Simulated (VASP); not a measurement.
# CoO (Fm-3m) in VASP: settings compared

The runs below take CoO through single point, with PBEsol+D4, revPBE, LDA.

All numbers are computed with VASP 6.6.1; they aren't measurements. Logs are shortened: lines on timing, memory, paths and dates and some standing lists are left out, and cuts for length are marked.

### 1 The cell of the first run

The structure is cubic, space group Fm-3m (No. 225). Conventional cell: a = 4.176 Å, b = 4.176 Å, c = 4.176 Å, α = 90.00°, β = 90.00°, γ = 90.00°. Co (site symmetry m-3m) has 6 O at 2.09 Å within 2.8 Å. O (site symmetry m-3m) has 6 Co at 2.09 Å within 2.8 Å.

### 2 Single point, PBEsol+D4, collinear spin, ferromagnetic start

Input file INCAR:

```
SYSTEM = CoO
ALGO = Normal
EDIFF = 1E-6
ENCUT = 520
GGA = PS
ISIF = 2
ISMEAR = -1
ISPIN = 2
IVDW = 13
LASPH = .TRUE.
LCHARG = .TRUE.
LELF = .TRUE.
LMAXMIX = 4
LORBIT = 11
LREAL = .FALSE.
LVHAR = .TRUE.
LWAVE = .FALSE.
MAGMOM = 2 0
NBANDS = 18
NELM = 150
PREC = Accurate
SIGMA = 0.05
```

Input file KPOINTS:

```
k-points
0
G
  11 11 11
  0 0 0
```

Input file POSCAR:

```
CoO
1.0
    0.0000000000      2.0879877907      2.0879877907
    2.0879877907      0.0000000000      2.0879877907
    2.0879877907      2.0879877907      0.0000000000
Co O
1 1
Direct
    0.0000000000      0.0000000000      0.0000000000
    0.5000000000      0.5000000000      0.5000000000
```

Potentials or basis: VASP PAW PBE potentials, release 64 (Co, O).

Run with:

```sh
> cat potpaw_PBE.64/Co/POTCAR potpaw_PBE.64/O/POTCAR > POTCAR
> mpirun -np 1 vasp_std > vasp.out
```

OUTCAR:

```text
SYSTEM = CoO
   EDIFF = 1E-6
   ENCUT = 520
   GGA = PS
   ISIF = 2
   ISMEAR = -1
   ISPIN = 2
   IVDW = 13
   LASPH = .TRUE.
   LORBIT = 11
   LREAL = .FALSE.
   NELM = 150
   PREC = Accurate

 ion  position               nearest neighbor table
   1  0.000  0.000  0.000-   2 2.09   2 2.09   2 2.09   2 2.09   2 2.09   2 2.09
   2  0.500  0.500  0.500-   1 2.09   1 2.09   1 2.09   1 2.09   1 2.09   1 2.09

  LATTYP: Found a face centered cubic cell.
 ALAT       =     4.1759755814

  Lattice vectors:

 A1 = (   0.0000000000,   2.0879877907,   2.0879877907)
 A2 = (   2.0879877907,   0.0000000000,   2.0879877907)
 A3 = (   2.0879877907,   2.0879877907,   0.0000000000)

Analysis of symmetry for initial positions (statically):
[... 25 lines left out ...]
The dynamic configuration has the point symmetry O_h .

Analysis of structural, dynamic, and magnetic symmetry:
=====================================================================
 Subroutine PRICEL returns:
[... 7 lines left out ...]
 out of a pool of 48 trial point group operations.

The overall configuration has the point symmetry O_h .

 Subroutine INISYM returns: Found 48 space group operations
[... 5 lines left out ...]
                                     Primitive cell

  volume of cell :      18.2060

  direct lattice vectors                    reciprocal lattice vectors
     0.000000000  2.087987791  2.087987791    -0.239465002  0.239465002  0.239465002
     2.087987791  0.000000000  2.087987791     0.239465002 -0.239465002  0.239465002
     2.087987791  2.087987791  0.000000000     0.239465002  0.239465002 -0.239465002

  length of vectors
     2.952860652  2.952860652  2.952860652     0.414765550  0.414765550  0.414765550

  position of ions in fractional coordinates (direct lattice)
     0.000000000  0.000000000  0.000000000
     0.500000000  0.500000000  0.500000000

  ion indices of the primitive-cell ions
   primitive index   ion index
                 1           1
                 2           2

----------------------------------------------------------------------------------------

 KPOINTS: k-points

Automatic generation of k-mesh.
 Grid dimensions read from file:
 generate k-points for:   11   11   11

 Generating k-lattice:

  Cartesian coordinates                     Fractional coordinates (reciprocal lattice)
    -0.021769546  0.021769546  0.021769546     0.090909091  0.000000000  0.000000000
     0.021769546 -0.021769546  0.021769546     0.000000000  0.090909091  0.000000000
     0.021769546  0.021769546 -0.021769546     0.000000000  0.000000000  0.090909091

  Length of vectors
     0.037705959  0.037705959  0.037705959

  Shift w.r.t. Gamma in fractional coordinates (k-lattice)
     0.000000000  0.000000000  0.000000000

 Subroutine IBZKPT returns following result:
 ===========================================

 Found     56 irreducible k-points:

 Following reciprocal coordinates:
            Coordinates               Weight
  0.000000  0.000000  0.000000      1.000000
  0.090909  0.000000  0.000000      8.000000
  0.181818  0.000000  0.000000      8.000000
  0.272727  0.000000  0.000000      8.000000
  0.363636  0.000000  0.000000      8.000000
  0.454545  0.000000  0.000000      8.000000
[... 16 lines left out ...]
 -0.272727  0.181818  0.000000     24.000000
 -0.181818  0.181818  0.000000     12.000000
 [... further k-points ...]
   k-points           NKPTS =     56   k-points in BZ     NKDIM =     56   number of bands    NBANDS=     18
   number of dos      NEDOS =    301   number of ions     NIONS =      2
   total plane-waves  NPLWV =  13824
   dimension x,y,z NGX =    24 NGY =   24 NGZ =   24
   dimension x,y,z NGXF=    48 NGYF=   48 NGZF=   48
   ions per type =               1   1
   NGX,Y,Z   is equivalent  to a cutoff of  13.51, 13.51, 13.51 a.u.
   NGXF,Y,Z  is equivalent  to a cutoff of  27.02, 27.02, 27.02 a.u.
 SYSTEM =  CoO
   PREC   = accura    normal or accurate (medium, high low for compatibility)
   ISTART =      0    job   : 0-new  1-cont  2-samecut
   ICHARG =      2    charge: 1-file 2-atom 10-const
   ISPIN  =      2    spin polarized calculation?
   LNONCOLLINEAR =      F non collinear calculations
   LSORBIT =      F    spin-orbit coupling
   LASPH  =      T    aspherical Exc in radial PAW
   ENCUT  =  520.0 eV  38.22 Ry    6.18 a.u.   5.49  5.49  5.49*2*pi/ulx,y,z
   NELM   =    150;   NELMIN=  2; NELMDL= -5     # of ELM steps
   EDIFF  = 0.1E-05   stopping-criterion for ELM
   LREAL  =      F    real-space projection
   EDIFFG = 0.1E-04   stopping-criterion for IOM
   NSW    =      0    number of steps for IOM
   IBRION =     -1    ionic relax: 0-MD 1-quasi-New 2-CG
   NFREE  =      0    steps in history (QN), initial steepest desc. (CG)
   ISIF   =      2    stress and relaxation
   ISYM   =      2    0-nonsym 1-usesym 2-fastsym
   POTIM  = 0.5000    time-step for ionic-motion
   TEBEG  =    0.0;   TEEND  =   0.0 temperature during run
   PSTRESS=    0.0 pullay stress
   NELECT =      15.0000    total number of electrons
   NUPDOWN=      -1.0000    fix difference up-down
   EMIN   =  10.00;   EMAX   =-10.00  energy-range for DOS
   EFERMI =   0.00;   METHOD = LEGACY
   ISMEAR =    -1;   SIGMA  =   0.05  broadening in eV -4-tet -1-fermi 0-gaus
   EFERMI_NEDOS =   21; number of points for ismear=-14 and -15
   IALGO  =     38    algorithm
   IMIX   =      4    mixing-type and parameters
     AMIX     =   0.40;   BMIX     =  1.00
     AMIX_MAG =   1.60;   BMIX_MAG =  1.00
  volume/ion in A,a.u.               =       9.10        61.43
  Fermi-wavevector in a.u.,A,eV,Ry     =   1.534737  2.900232 32.047403  2.355418
  Thomas-Fermi vector in A             =   2.641623
   LORBIT       =     11    0 simple, 1 ext, 2 COOP (PROOUT), +10 PAW based schemes
   GGA     = PS    functional components
   LHFCALC =     F    Hartree Fock is set to
   AEXX    =    0.0000 exact exchange contribution
   IVDW    =    13    specifies the selected vdW correction
   LEPSILON=     F    determine dielectric tensor
   LRPA    =     F    only Hartree local field effects (RPA)
 spin polarized calculation
  energy-cutoff  :      520.00
  volume of cell :       18.21
 maximum number of plane-waves:       531
 NGX is ok and might be reduce to    24
   NGX = 11   NGY = 11   NGZ = 11

 number of electron      14.9999997 magnetization       2.7797234

 Free energy of the ion-electron system (eV)
  ---------------------------------------------------
  ext. energy  EPLUGINS =         0.00000000
  ---------------------------------------------------
  free energy    TOTEN  =       -14.00418751 eV

  energy without entropy =      -13.97152328  energy(sigma->0) =      -13.98785539

 E-fermi :   8.6865     XC(G=0): -13.0077

 val. band max:        8.6832862093   @ k =   0.4545   0.2727   0.0909
 cond. band min:       8.7035654793   @ k =   0.3636   0.1818   0.0000
 fundamental gap:      0.0202792700
 Fermi energy:         8.6865017102

 spin component 1

 k-point     1 :       0.0000    0.0000    0.0000
  band No.  band energies     occupation
      1     -12.1167      1.00000
      2       5.1899      1.00000
      3       5.1899      1.00000
      4       5.1899      1.00000
      5       5.4176      1.00000
      6       5.4177      1.00000
[... 10 lines left out ...]
     17      31.0397      0.00000
     18      34.1762      0.00000

 k-point     2 :       0.0909    0.0000    0.0000
  band No.  band energies     occupation
      1     -12.0199      1.00000
      2       4.3263      1.00000
      3       4.3956      1.00000
      4       4.3956      1.00000
      5       5.5653      1.00000
      6       5.5653      1.00000
[... 10 lines left out ...]
     17      32.0473      0.00000
     18      35.6540      0.00000
[... 442 lines left out ...]
 k-point    24 :      -0.1818    0.1818    0.0000
  band No.  band energies     occupation
      1     -11.2701      1.00000
      2       1.5180      1.00000
      3       2.6986      1.00000
      4       3.2646      1.00000
      5       5.8920      1.00000
      6       5.9953      1.00000
[... 10 lines left out ...]
     17      37.2446      0.00000
     18      38.9708      0.00000

 [... further k-points ...]

 spin component 2

 k-point     1 :       0.0000    0.0000    0.0000
  band No.  band energies     occupation
      1     -11.6266      1.00000
      2       5.7487      1.00000
      3       5.7487      1.00000
      4       5.7487      1.00000
      5       7.4414      1.00000
      6       7.4414      1.00000
[... 10 lines left out ...]
     17      31.9603      0.00000
     18      34.9959      0.00000

 k-point     2 :       0.0909    0.0000    0.0000
  band No.  band energies     occupation
      1     -11.5277      1.00000
      2       5.0137      1.00000
      3       5.4198      1.00000
      4       5.4198      1.00000
      5       7.5549      1.00000
      6       7.5549      1.00000
[... 10 lines left out ...]
     17      32.8613      0.00000
     18      36.5106      0.00000
[... 442 lines left out ...]
 k-point    24 :      -0.1818    0.1818    0.0000
  band No.  band energies     occupation
      1     -10.7567      1.00000
      2       2.2322      1.00000
      3       4.0040      1.00000
      4       4.0403      1.00000
      5       7.8986      1.00000
      6       8.3499      0.99881
[... 10 lines left out ...]
     17      37.8670      0.00000
     18      39.5783      0.00000

 [... further k-points ...]

------------------------ aborting loop because EDIFF is reached ----------------------------------------

  DFT-D4 for vdW energy calculation

  Edisp (eV):   -0.32882

  FORCE on cell =-STRESS in cart. coord.  units (eV):
  Direction    XX          YY          ZZ          XY          YZ          ZX
  --------------------------------------------------------------------------------------
  -------------------------------------------------------------------------------------
  Total      -0.40110    -0.40110    -0.40110     0.00000    -0.00000     0.00000
  in kB     -35.29757   -35.29757   -35.29757     0.00000    -0.00000     0.00000
  external pressure =      -35.30 kB  Pullay stress =        0.00 kB

 VOLUME and BASIS-vectors are now :
 -----------------------------------------------------------------------------
  energy-cutoff  :      520.00
  volume of cell :       18.21
      direct lattice vectors                 reciprocal lattice vectors
     0.000000000  2.087987791  2.087987791    -0.239465002  0.239465002  0.239465002
     2.087987791  0.000000000  2.087987791     0.239465002 -0.239465002  0.239465002
     2.087987791  2.087987791  0.000000000     0.239465002  0.239465002 -0.239465002

 POSITION                                       TOTAL-FORCE (eV/Angst)
 -----------------------------------------------------------------------------------
      0.00000      0.00000      0.00000        -0.000000     -0.000000     -0.000000
      2.08799      2.08799      2.08799         0.000000      0.000000      0.000000
 -----------------------------------------------------------------------------------
    total drift:                                0.000000     -0.000000     -0.000000

  FREE ENERGIE OF THE ION-ELECTRON SYSTEM (eV)
  ---------------------------------------------------
  free  energy   TOTEN  =       -14.3330107609 eV

  energy  without entropy=      -14.3003465324  energy(sigma->0) =      -14.31667865

 total charge

# of ion       s       p       d       tot
------------------------------------------
    1        0.314   0.402   7.199   7.915
    2        1.552   3.425   0.000   4.977
--------------------------------------------------
tot          1.866   3.827   7.199  12.891

 magnetization (x)

# of ion       s       p       d       tot
------------------------------------------
    1        0.021   0.019   2.411   2.450
    2        0.031   0.252   0.000   0.283
--------------------------------------------------
tot          0.051   0.271   2.411   2.733
```

It took 30 s on 1 thread of Intel Xeon Platinum 8259CL at 2.50GHz (Skylake/Cascade Lake), shared host; peak memory 0.17 GiB.

What came out:

| Quantity | Value |
| --- | --- |
| Free energy | -14.3330 eV |
| Pressure | -3.5 GPa |
| Net moment | 2.78 μB per cell |
| Site moments | Co +2.45; O +0.28 μB |
| Valence electrons inside the program's atomic spheres | Co 7.92; O 4.98 |
| Dispersion energy per atom | -0.164 eV |

Levels at points of the mesh, in eV from the Fermi level:
Spin up:
```tsv
k point	band 6	band 7	band 8	band 9	band 10	band 11	band 12	band 13
(0.00, 0.00, 0.00)	-3.27	-3.17	-3.17	-3.17	1.17	16.75	18.39	18.39
```
Spin down:
```tsv
k point	band 3	band 4	band 5	band 6	band 7	band 8	band 9	band 10
(0.00, 0.00, 0.00)	-2.94	-2.94	-1.25	-1.25	-1.25	-0.24	-0.24	1.70
```

Caveat: the PAW data sets were made with another functional, which shifts forces and pressure a little; a cell with one magnetic atom can't hold antiferromagnetic order, which such compounds often take; semilocal functionals often make such compounds metallic where correlation or magnetic order opens a gap, which also shifts bond lengths; pairwise dispersion overbinds metals, which lowers pressure and volume.

(Continued in part 2 of 2.)
